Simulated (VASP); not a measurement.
# Ga (Cmcm) in VASP: further runs, part 2 of 2

VASP 6.6.1. The steps go on from the part before.

### 3 Single point, PBEsol

This run uses another cell than the first one, of 15.87 Å³/atom.

The input, INCAR:

```
SYSTEM = Ga
  PREC = Accurate
  ENCUT = 520
  EDIFF = 1E-7
  ISMEAR = -1
  SIGMA = 0.05
  LREAL = .False.
  LASPH = .True.
  NELM = 80
  ALGO = Normal
  ISIF = 2
  LWAVE = .False.
  LCHARG = .False.
  GGA = PS
  NBANDS = 20
```

The input, KPOINTS:

```
regular mesh
0
Gamma
  10 10 8
  0 0 0
```

The input, POSCAR:

```
Ga
1.0
    1.3391235196     -3.9065751695      0.0000000000
    1.3391235196      3.9065751695      0.0000000000
    0.0000000000      0.0000000000      3.0341765466
Ga
2
Direct
    0.1341292104      0.8658707896      0.7500000000
    0.8658707896      0.1341292104      0.2500000000
```

Potentials or basis: VASP PAW PBE potentials, release 64 (Ga_d).

Started as:

```
> cat potpaw_PBE.64/Ga_d/POTCAR > POTCAR
> mpirun -np 1 vasp_std > vasp.out
```

Wall time 70 s (1 thread of Intel Xeon 8259CL, shared host); peak memory 0.22 GiB.

The run converged. Its results:

* Free energy: -6.5824 eV
* Pressure: 10.1 GPa
* Band gap on the k mesh: zero (bands 13 and 14 overlap by 10.28 eV)

Levels at points of the mesh, in eV from the Fermi level:
| k point | band 10 | band 11 | band 12 | band 13 | band 14 | band 15 | band 16 | band 17 |
| --- | --- | --- | --- | --- | --- | --- | --- | --- |
| (0.00, 0.00, 0.00) | -14.85 | -12.74 | -3.12 | -1.73 | 2.68 | 6.67 | 9.54 | 10.72 |
| (0.50, 0.00, 0.00) | -14.90 | -6.94 | -6.22 | -2.28 | -0.30 | 7.11 | 7.58 | 9.79 |
| (0.50, 0.50, 0.00) | -14.92 | -10.59 | -9.70 | 5.08 | 6.13 | 7.31 | 7.63 | 7.68 |
| (0.00, 0.00, 0.50) | -14.93 | -8.46 | -8.46 | 1.48 | 1.48 | 2.46 | 2.46 | 12.57 |
| (0.50, 0.00, 0.50) | -14.88 | -3.14 | -3.14 | -1.78 | -1.78 | 1.87 | 1.87 | 4.49 |
| (0.50, 0.50, 0.50) | -15.03 | -6.31 | -6.31 | -5.20 | -5.20 | 11.65 | 11.65 | 12.47 |

Caveat: the cell stands under pressure; the PAW data sets were made with another functional, which shifts forces and pressure a little.

### 4 Single point, PBEsol

This run uses another cell than the first one, of 16.73 Å³/atom.

The input, INCAR:

```
SYSTEM = Ga
  ALGO = Normal
  EDIFF = 1E-6
  ENCUT = 520
  GGA = PS
  ISIF = 2
  ISMEAR = -1
  LASPH = .TRUE.
  LCHARG = .FALSE.
  LREAL = .FALSE.
  LWAVE = .FALSE.
  NBANDS = 20
  NELM = 60
  PREC = Accurate
  SIGMA = 0.05
```

The input, KPOINTS:

```
k-points
0
G
  10 10 8
  0 0 0
```

The input, POSCAR:

```
Ga
1.0
    1.3676095279     -3.9537307091      0.0000000000
    1.3676095279      3.9537307091      0.0000000000
    0.0000000000      0.0000000000      3.0937731201
Ga
2
Direct
    0.1344831533      0.8655168467      0.7500000000
    0.8655168467      0.1344831533      0.2500000000
```

Potentials or basis: VASP PAW PBE potentials, release 64 (Ga_d).

Started as:

```
> cat potpaw_PBE.64/Ga_d/POTCAR > POTCAR
> mpirun -np 1 vasp_std > vasp.out
```

OUTCAR:

```text
SYSTEM = Ga
   EDIFF = 1E-6
   ENCUT = 520
   GGA = PS
   ISIF = 2
   ISMEAR = -1
   LASPH = .TRUE.
   LREAL = .FALSE.
   NELM = 60
   PREC = Accurate

 ion  position               nearest neighbor table
   1  0.134  0.866  0.750-   2 2.63   2 2.63   2 2.76   2 2.76   2 2.76   2 2.76
   2  0.866  0.134  0.250-   1 2.63   1 2.63   1 2.76   1 2.76   1 2.76   1 2.76

  LATTYP: Found a base centered orthorhombic cell.
 ALAT       =     2.7352190558
 B/A-ratio  =     2.8909792075
 C/A-ratio  =     1.1310878789

  Lattice vectors:

[... 191 lines left out ...]
      4      -8.6363      2.00000
      5      -8.3453      2.00000
      6      -8.3236      2.00000
[... 541 lines left out ...]
     19      16.6848      0.00000
     20      18.5156      0.00000

 [... further k-points ...]
[... 5 lines left out ...]
  --------------------------------------------------------------------------------------
  -------------------------------------------------------------------------------------
  Total        1.0281949      1.0279036      1.0248161      0.0000000      0.0000000      0.0000000
  in kB       49.2377688     49.2238200     49.0759673      0.0000000      0.0000000      0.0000000
  external PRESSURE =      49.1791853 kB  Pullay stress =       0.0000000 kB

 VOLUME and BASIS-vectors are now :
 -----------------------------------------------------------------------------
  energy-cutoff  :      520.00
  volume of cell :       33.46
      direct lattice vectors                 reciprocal lattice vectors
     1.367609528 -3.953730709  0.000000000     0.365601431 -0.126462836  0.000000000
     1.367609528  3.953730709  0.000000000     0.365601431  0.126462836  0.000000000
     0.000000000  0.000000000  3.093773120     0.000000000  0.000000000  0.323229908

 POSITION                                       TOTAL-FORCE (eV/Angst)
 -----------------------------------------------------------------------------------
      1.36761      2.89031      2.32033         0.000000     -0.001507     -0.000000
      1.36761     -2.89031      0.77344         0.000000      0.001507      0.000000
 -----------------------------------------------------------------------------------
    total drift:                               -0.000000      0.000000     -0.000000

  FREE ENERGIE OF THE ION-ELECTRON SYSTEM (eV)
  ---------------------------------------------------
  free  energy   TOTEN  =        -6.6622128789 eV

  energy  without entropy=       -6.6578742865  energy(sigma->0) =       -6.66004358
```

OSZICAR:

```text
N       E                     dE             d eps       ncg     rms          rms(c)
DAV:   1     0.128841270957E+03    0.12884E+03   -0.13151E+04  6640   0.253E+03
DAV:   2     0.429662164471E+01   -0.12454E+03   -0.12115E+03  6384   0.381E+02
DAV:   3    -0.661278499167E+01   -0.10909E+02   -0.10849E+02  6984   0.939E+01
DAV:   4    -0.676943106580E+01   -0.15665E+00   -0.15655E+00  7144   0.124E+01
DAV:   5    -0.677200865694E+01   -0.25776E-02   -0.25775E-02  7060   0.155E+00    0.175E+00
DAV:   6    -0.668235974986E+01    0.89649E-01   -0.15965E-01  8052   0.732E+00    0.832E-01
DAV:   7    -0.666459982403E+01    0.17760E-01   -0.24882E-02  9044   0.235E+00    0.241E-01
DAV:   8    -0.666219985005E+01    0.24000E-02   -0.28551E-03  7040   0.780E-01    0.160E-02
DAV:   9    -0.666221235676E+01   -0.12507E-04   -0.97509E-05  7276   0.102E-01    0.832E-03
DAV:  10    -0.666221287893E+01   -0.52217E-06   -0.43509E-06  6448   0.269E-02
   1 F= -.66622129E+01 E0= -.66600436E+01  d E =-.433859E-02
```

stdout:

```text
POSCAR found type information on POSCAR Ga
 POSCAR found :  1 types and       2 ions
 scaLAPACK will be used
 -----------------------------------------------------------------------------
|                                                                             |
|                                                                             |
|     You enforced a specific xc type in the INCAR file but a different       |
|     I HOPE YOU KNOW WHAT YOU ARE DOING!                                     |
|                                                                             |
 -----------------------------------------------------------------------------

 LDA part: xc-table for (Slater+PW92), standard interpolation
 POSCAR, INCAR and KPOINTS ok, starting setup
 FFT: planning ... GRIDC
 FFT: planning ... GRID_SOFT
 FFT: planning ... GRID
 WAVECAR not read
 entering main loop
```

Run time: 59 s. Hardware: 1 thread of Intel Xeon 8259CL, shared host; peak memory 0.22 GiB.

Results:

| Item | Value |
| --- | --- |
| Free energy | -6.6622 eV |
| Pressure | 4.9 GPa |
| Band gap on the k mesh | zero (bands 13 and 14 overlap by 9.79 eV) |

Caveat: the cell stands under pressure; the PAW data sets were made with another functional, which shifts forces and pressure a little.

### 5 Single point, PBEsol

This run uses another cell than the first one, of 17.95 Å³/atom.

The input, INCAR:

```
SYSTEM = Ga
ALGO = Normal ; EDIFF = 1E-6
ENCUT = 520 ; GGA = PS
ISIF = 2 ; ISMEAR = -1
LASPH = .True. ; LCHARG = .False.
LREAL = .False. ; LWAVE = .False.
NBANDS = 20 ; NELM = 60
PREC = Accurate ; SIGMA = 0.05
```

The input, KPOINTS:

```
k-points
0
Gamma
  10 10 8
  0 0 0
```

The input, POSCAR:

```
Ga
1.0
    1.4110523892     -4.0133169444      0.0000000000
    1.4110523892      4.0133169444      0.0000000000
    0.0000000000      0.0000000000      3.1689768628
Ga
2
Direct
    0.1351921411      0.8648078589      0.7500000000
    0.8648078589      0.1351921411      0.2500000000
```

Started as:

```
> cat potpaw_PBE.64/Ga_d/POTCAR > POTCAR
> mpirun -np 1 vasp_std > vasp.out
```

Wall time 60 s (1 thread of Intel Xeon 8259CL, shared host); peak memory 0.23 GiB.

The run converged. Its results:

```
Free energy            : -6.6985 eV
Pressure               : -0.1 GPa
Band gap on the k mesh : zero (bands 13 and 14 overlap by 9.18 eV)
```

Levels at points of the mesh, in eV from the Fermi level:
| k point | band 9 | band 10 | band 11 | band 12 | band 13 | band 14 | band 15 | band 16 | band 17 | band 18 |
| --- | --- | --- | --- | --- | --- | --- | --- | --- | --- | --- |
| (0.00, 0.00, 0.00) | -14.81 | -14.65 | -11.59 | -2.37 | -1.57 | 2.55 | 6.31 | 8.40 | 9.61 | 11.07 |
| (0.50, 0.00, 0.00) | -14.71 | -14.71 | -6.62 | -5.58 | -1.82 | -0.25 | 6.74 | 6.78 | 9.15 | 9.25 |
| (0.50, 0.50, 0.00) | -14.76 | -14.71 | -9.61 | -8.71 | 4.74 | 5.79 | 6.40 | 6.98 | 7.08 | 10.11 |
| (0.00, 0.00, 0.50) | -14.73 | -14.73 | -7.74 | -7.74 | 1.72 | 1.72 | 2.58 | 2.58 | 11.04 | 11.04 |
| (0.50, 0.00, 0.50) | -14.69 | -14.69 | -2.99 | -2.99 | -1.73 | -1.73 | 1.93 | 1.93 | 4.31 | 4.31 |
| (0.50, 0.50, 0.50) | -14.80 | -14.80 | -5.88 | -5.88 | -4.44 | -4.44 | 10.25 | 10.25 | 11.83 | 11.83 |

Caveat: the PAW data sets were made with another functional, which shifts forces and pressure a little.

### 6 Overview

```tsv
cell	gap on the mesh (eV)	pressure (GPa)
a = 4.051, b = 4.051, c = 2.936 Å, angles 90.0, 90.0, 142.5°, 2 atoms, atomic positions A	none	20.2
a = 4.130, b = 4.130, c = 3.034 Å, angles 90.0, 90.0, 142.2°, 2 atoms, atomic positions A	none	10.1
a = 4.184, b = 4.184, c = 3.094 Å, angles 90.0, 90.0, 141.8°, 2 atoms, atomic positions A	none	4.9
a = 4.254, b = 4.254, c = 3.169 Å, angles 90.0, 90.0, 141.3°, 2 atoms, atomic positions B	none	-0.1
```

Alike in all rows: task single point; level PBEsol; potentials or basis VASP PAW PBE potentials, release 64 (Ga_d); no spin polarisation; k mesh 10 × 10 × 8; cutoff (eV) 520; smearing fermi-dirac 0.05 eV.

Caveats: the PAW data sets were made with another functional, which shifts forces and pressure a little; the cell stands under pressure (at least some runs).

Total energies depend on the potentials used, so only differences within one code and one set of settings carry meaning.
